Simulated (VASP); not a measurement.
Be3CdSe4:

```
CELL_PARAMETERS angstrom
3.91998 0.00000 0.00000
0.00000 3.91998 0.00000
0.00000 0.00000 11.09455
ATOMIC_POSITIONS crystal
Be 0.50000 0.50000 0.75305
Be 0.00000 0.00000 0.50000
Be 0.50000 0.50000 0.24695
Cd 0.00000 0.00000 0.00000
Se 0.00000 0.00000 0.23734
Se 0.50000 0.50000 0.00000
Se 0.00000 0.00000 0.76266
Se 0.50000 0.50000 0.50000
```

| Item | Value |
| --- | --- |
| Program | VASP 6.6.1 |
| Task | relaxation of cell and atoms |
| Functional | PBE |
| Potentials or basis | VASP PAW PBE potentials, release 64 (Be, Cd, Se) |
| Cutoff | 600 eV |
| k mesh | 3 × 3 × 1 |
| Occupations | gaussian, width 0.15 eV |
| Spin | no spin polarisation |

At the start: pressure -7.8 GPa; volume 21.31 Å³/atom.

Problem. How do energy, volume and symmetry change on relaxing?

Solution. Over 13 steps the energy falls by 276.6 meV/atom and the volume is 18.09 Å³/atom (-15.1 %); space group P4/mmm (No. 123, to 0.05 Å).

Step by step:
```
step  energy change (eV)  largest force (eV/Å)  pressure (GPa)  volume (Å³)
   1              0.0000                1.5567           -7.75       170.48
   2             -0.9792                2.1935           -0.17       146.28
   3             -1.0270                2.3638            2.91       140.42
   4             -1.6427                1.3930            3.69       136.67
   5             -1.8004                0.7261            6.98       132.23
   6             -1.8449                0.6052            5.35       133.92
   7             -2.1032                0.5934           -1.62       146.59
   8             -2.1043                0.5936           -1.24       145.69
   9             -2.1758                0.4136           -0.25       144.94
  10             -2.1797                0.3460            0.09       144.73
  11             -2.2010                0.1834           -0.01       144.84
  12             -2.2066                0.2024           -0.06       144.93
  13             -2.2127                0.0751           -0.03       144.74
```

Final structure:
```xyz
8
Lattice="3.8663 0.0000 0.0000 0.0000 3.8663 0.0000 0.0000 0.0000 9.6826" Properties=species:S:1:pos:R:3 pbc="T T T"
Be    1.9332    1.9332    7.1185
Be    0.0000    3.8663    4.8413
Be    1.9332    1.9332    2.5641
Cd    0.0000    3.8663    0.0000
Se    0.0000    0.0000    2.6843
Se    1.9332    1.9332    0.0000
Se    0.0000    0.0000    6.9983
Se    1.9332    1.9332    4.8413
```

Caveat: the k points lie up to 0.65 Å⁻¹ apart in the final cell; the volume moved by over 15 % at a fixed basis, so the end points are rough; the relaxation stopped at a loose force limit of 0.08 eV/Å, so its end isn't a converged minimum.
